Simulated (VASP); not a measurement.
# AlN (Cm) in VASP: further runs, part 2 of 2

VASP 6.6.1. The steps go on from the part before.

## Step 4: Single point, PBE (atoms displaced along a vibrational mode)

The input, INCAR:

```
  PREC = Accurate
  ENCUT = 520
  EDIFF = 1E-6
  ISMEAR = 0
  SIGMA = 0.05
  LREAL = F
  LASPH = T
  NELM = 60
  ALGO = Normal
  ISIF = 2
  LWAVE = F
  LCHARG = F
  GGA = PE
  NBANDS = 26
```

The input, KPOINTS:

```
Automatic mesh
0
Gamma
  8 8 8
```

The input, POSCAR:

```
AlN
1.0
   -3.1302395627      0.0000000000      0.0000000000
    0.0000000000      5.4217339625      0.0000000000
    1.5651197814     -2.7108669813     -5.0179796546
Al N
4 4
Direct
    0.9989088838      0.3348503122      0.9978177676
    0.4993623987      0.8300876370      0.9987247974
    0.2483944353      0.9151016974      0.4967888705
    0.7498768472      0.4165029184      0.4997536945
    0.8160495742      0.1486233677      0.6320991484
    0.3006791433      0.6347720165      0.6013582866
    0.0583643587      0.6973645997      0.1167287175
    0.5583643588      0.2526974511      0.1167287175
```

Potentials or basis: VASP PAW PBE potentials, release 64 (Al, N).

Started as:

```
cat potpaw_PBE.64/Al/POTCAR potpaw_PBE.64/N/POTCAR > POTCAR
mpirun -np 1 vasp_std > vasp.out
```

OUTCAR:

```text
PREC = Accurate
   ENCUT = 520
   EDIFF = 1E-6
   ISMEAR = 0
   LREAL = F
   LASPH = T
   NELM = 60
   ISIF = 2
   GGA = PE

 ion  position               nearest neighbor table
   1  0.999  0.335  0.998-   7 1.75   5 1.84   8 1.84   8 1.84   4 3.08   3 3.08   3 3.10   3 3.10
                             4 3.10   4 3.10   2 3.11   2 3.11   2 3.15   2 3.15
   2  0.499  0.830  0.999-   7 1.97   7 1.97   6 1.99   8 2.06   3 3.08   3 3.08   4 3.08   4 3.08
                             4 3.10   1 3.11   1 3.11   3 3.11   1 3.15   1 3.15
   3  0.248  0.915  0.497-   6 1.88   7 1.91   5 1.93   5 1.93   1 3.08   2 3.08   2 3.08   1 3.10
                             1 3.10   2 3.11   4 3.13   4 3.13   4 3.13   4 3.13
   4  0.750  0.417  0.500-   6 1.88   6 1.88   8 1.93   5 1.93   1 3.08   2 3.08   2 3.08   1 3.10
                             1 3.10   2 3.10   3 3.13   3 3.13   3 3.13   3 3.13
   5  0.816  0.149  0.632-   1 1.84   3 1.93   3 1.93   4 1.93
   6  0.301  0.635  0.601-   3 1.88   4 1.88   4 1.88   2 1.99
   7  0.058  0.697  0.117-   1 1.75   3 1.91   2 1.97   2 1.97
   8  0.558  0.253  0.117-   1 1.84   1 1.84   4 1.93   2 2.06

  LATTYP: Found a body centered orthorhombic cell.
 ALAT       =     3.1302395627
 B/A-ratio  =     1.7320508076
 C/A-ratio  =     3.2061313865

  Lattice vectors:

 A1 = (  -1.5651197814,   2.7108669813,   5.0179796546)
 A2 = (   1.5651197813,  -2.7108669812,   5.0179796546)
 A3 = (   1.5651197814,   2.7108669812,  -5.0179796546)

Analysis of symmetry for initial positions (statically):
=====================================================================
 Subroutine PRICEL returns:
 Original cell was already a primitive cell.

 Routine SETGRP: Setting up the symmetry group for a
 body centered orthorhombic supercell.

 Subroutine GETGRP returns: Found  2 space group operations
 (whereof  2 operations were pure point group operations)
 out of a pool of  8 trial point group operations.

The static configuration has the point symmetry C_1h.
[... 143 lines left out ...]
   IMIX   =      4    mixing-type and parameters
     AMIX     =   0.40;   BMIX     =  1.00
     AMIX_MAG =   1.60;   BMIX_MAG =  1.00
  volume/ion in A,a.u.               =      10.65        71.84
  Fermi-wavevector in a.u.,A,eV,Ry     =   1.181345  2.232418 18.987951  1.395575
  Thomas-Fermi vector in A             =   2.317620
   LORBIT       =      0    0 simple, 1 ext, 2 COOP (PROOUT), +10 PAW based schemes
   GGA     = PE    functional components
   LHFCALC =     F    Hartree Fock is set to
   AEXX    =    0.0000 exact exchange contribution
   IVDW    =     0    specifies the selected vdW correction
   LEPSILON=     F    determine dielectric tensor
   LRPA    =     F    only Hartree local field effects (RPA)
 non-spin polarized calculation
 Gauss-broadening in eV      SIGMA  =   0.05
  energy-cutoff  :      520.00
  volume of cell :       85.16
 maximum number of plane-waves:      2322
   NGX = 11   NGY = 21   NGZ = 21

 number of electron      32.0000001 magnetization

 Free energy of the ion-electron system (eV)
  ---------------------------------------------------
  ext. energy  EPLUGINS =         0.00000000
  ---------------------------------------------------
  free energy    TOTEN  =       -58.80146084 eV

  energy without entropy =      -58.80146084  energy(sigma->0) =      -58.80146084

 E-fermi :   6.2082     XC(G=0): -10.8302

 val. band max:        6.0063593618   @ k =   0.0000   0.0000   0.0000
 cond. band min:       9.8467130381   @ k =   0.0000   0.0000   0.0000
 fundamental gap:      3.8403536763
 Fermi energy:         6.2082185901

 k-point     1 :       0.0000    0.0000    0.0000
  band No.  band energies     occupation
      1      -9.1284      2.00000
      2      -7.0778      2.00000
      3      -6.8377      2.00000
      4      -6.7069      2.00000
      5       0.0290      2.00000
      6       0.4280      2.00000
[... 685 lines left out ...]
     25      16.6355      0.00000
     26      16.9715      0.00000

 [... further k-points ...]
[... 5 lines left out ...]
  --------------------------------------------------------------------------------------
  -------------------------------------------------------------------------------------
  Total        0.8535722      1.7647701      0.9029222      0.0000000     -0.8147365     -0.0000000
  in kB       16.0585448     33.2012206     16.9869832      0.0000000    -15.3279156     -0.0000000
  external PRESSURE =      22.0822495 kB  Pullay stress =       0.0000000 kB

 VOLUME and BASIS-vectors are now :
 -----------------------------------------------------------------------------
  energy-cutoff  :      520.00
  volume of cell :       85.16
      direct lattice vectors                 reciprocal lattice vectors
    -3.130239563  0.000000000  0.000000000    -0.319464367  0.000000000 -0.099641695
     0.000000000  5.421733963  0.000000000     0.000000000  0.184442838 -0.099641695
     1.565119781 -2.710866981 -5.017979655     0.000000000  0.000000000 -0.199283391

 POSITION                                       TOTAL-FORCE (eV/Angst)
 -----------------------------------------------------------------------------------
     -1.56512     -0.88948     -5.00703        -0.000000     -1.541804      0.121403
      0.00000      1.79310     -5.01158        -0.000000      0.185054      0.223627
     -0.00000      3.61471     -2.49288         0.000000     -0.002849     -0.335726
     -1.56512      0.90340     -2.50775        -0.000000      0.019229      0.380083
     -1.56512     -0.90774     -3.17186        -0.000000      0.064242      2.220887
      0.00000      1.81136     -3.01760         0.000000     -0.148564     -1.789355
      0.00000      3.46449     -0.58574         0.000000      4.718396     -0.494355
     -1.56512      1.05362     -0.58574         0.000000     -3.293704     -0.326564
 -----------------------------------------------------------------------------------
    total drift:                                0.000002      0.000317      0.001146

  FREE ENERGIE OF THE ION-ELECTRON SYSTEM (eV)
  ---------------------------------------------------
  free  energy   TOTEN  =       -58.8014608425 eV

  energy  without entropy=      -58.8014608425  energy(sigma->0) =      -58.80146084
```

OSZICAR:

```text
N       E                     dE             d eps       ncg     rms          rms(c)
DAV:   1     0.112734928018E+03    0.11273E+03   -0.14744E+04  7800   0.111E+03
DAV:   2    -0.585602527096E+02   -0.17130E+03   -0.16056E+03 10574   0.227E+02
DAV:   3    -0.684646924370E+02   -0.99044E+01   -0.98473E+01 10452   0.560E+01
DAV:   4    -0.685545302961E+02   -0.89838E-01   -0.89775E-01  9390   0.615E+00
DAV:   5    -0.685557885529E+02   -0.12583E-02   -0.12579E-02 10248   0.727E-01    0.173E+01
DAV:   6    -0.587596797785E+02    0.97961E+01   -0.30394E+01  9832   0.296E+01    0.612E+00
DAV:   7    -0.588293484647E+02   -0.69669E-01   -0.15545E+00  9158   0.649E+00    0.413E+00
DAV:   8    -0.588068339277E+02    0.22515E-01   -0.14419E-01  9876   0.260E+00    0.631E-01
DAV:   9    -0.588004879149E+02    0.63460E-02   -0.28589E-02 10520   0.913E-01    0.352E-01
DAV:  10    -0.588013071601E+02   -0.81925E-03   -0.44810E-03  8892   0.354E-01    0.120E-01
DAV:  11    -0.588014468168E+02   -0.13966E-03   -0.41648E-04  9048   0.144E-01    0.258E-02
DAV:  12    -0.588014590344E+02   -0.12218E-04   -0.36300E-05 10432   0.488E-02    0.124E-02
DAV:  13    -0.588014605646E+02   -0.15302E-05   -0.98341E-06  8586   0.202E-02    0.393E-03
DAV:  14    -0.588014608425E+02   -0.27787E-06   -0.10252E-06  6270   0.787E-03
   1 F= -.58801461E+02 E0= -.58801461E+02  d E =-.459861E-11
```

It took 1.8 min on 1 thread of Intel Xeon 6975P-C (Granite Rapids), shared host; peak memory 0.37 GiB.

Results:

- Free energy: -58.8015 eV
- Pressure: 2.2 GPa
- Largest force: 4.744 eV/Å
- Band gap on the k mesh: 3.84 eV

Forces in eV/Å, atoms in the order of the input:
```
Al   0.000 -1.542  0.121
Al   0.000  0.185  0.224
Al   0.000 -0.003 -0.336
Al   0.000  0.019  0.380
N    0.000  0.064  2.221
N    0.000 -0.149 -1.789
N    0.000  4.718 -0.494
N    0.000 -3.294 -0.327
```

Stress tensor (GPa, compression positive):
```
 1.61  0.00  0.00
 0.00  3.32 -1.53
 0.00 -1.53  1.70
```

Levels at points of the mesh, in eV from the valence-band top:
| k point | band 14 | band 15 | band 16 | band 17 | band 18 | band 19 |
| --- | --- | --- | --- | --- | --- | --- |
| (0.00, 0.00, 0.00) | -0.28 | -0.20 | 0.00 | 3.84 | 5.08 | 5.25 |
| (0.50, 0.00, 0.00) | -1.86 | -1.02 | -0.72 | 5.83 | 6.02 | 6.45 |
| (0.00, 0.50, 0.00) | -0.65 | -0.57 | -0.45 | 5.55 | 5.91 | 6.70 |
| (0.00, 0.50, 0.50) | -0.70 | -0.53 | -0.38 | 5.56 | 5.97 | 6.67 |
| (0.50, 0.50, 0.00) | -1.33 | -1.31 | -0.63 | 4.82 | 5.12 | 5.56 |
| (0.00, 0.00, 0.50) | -0.56 | -0.50 | -0.50 | 5.36 | 5.72 | 5.80 |

Caveat: the cell differs from its parent crystal (atoms displaced along a vibrational mode); forces of over 1 eV/Å act on the atoms, so gaps and moduli don't describe the material at rest.

## Step 5: Overview

```csv
cell,gap on the mesh (eV),pressure (GPa),largest force (eV/Å)
"as given, atomic positions A",3.26,10.0,12.22
"as given, atomic positions B",3.59,5.4,8.03
"as given, atomic positions C",3.84,2.2,4.74
```

Alike in all rows: task single point; level PBE; potentials or basis VASP PAW PBE potentials, release 64 (Al, N); no spin polarisation; k mesh 8 × 8 × 8; cutoff (eV) 520; smearing gaussian 0.05 eV.

Caveats: forces of over 1 eV/Å act on the atoms, so gaps and moduli don't describe the material at rest; the cell stands under pressure (at least some runs).

Absolute energies hang on the potentials; compare differences alone.
